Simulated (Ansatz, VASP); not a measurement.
## One calculation of Al, two programs

```
Al
1.0
     0.00000    3.04874    3.04874
     3.04874    0.00000    3.04874
     3.04874    3.04874    0.00000
Al
2
Cartesian
  0.7622 0.7622 0.7622
  5.3353 5.3353 5.3353
```

Alike in both runs: functional RPBE; k mesh 10 × 10 × 10; occupations fermi-dirac, width 0.1 eV; no spin polarisation.

Ansatz relaxed the structure, and its values are those at the end. VASP's run is a single point on that final structure, the one shown.

|  | VASP | Ansatz |
| --- | --- | --- |
| version | VASP 6.6.1 | Ansatz 0.2.0 |
| potentials or method | VASP PAW PBE potentials, release 64 (Al), cutoff 520 eV | plane waves (420 eV) with PAW, scalar-relativistic |
| valence electrons in the cell | 6 | 6 |

|  | VASP | Ansatz | Ansatz less VASP |
| --- | --- | --- | --- |
| pressure (GPa) | -0.1 | 0.0 | +0.07 |

VASP's potentials were made for PBE, not for RPBE.
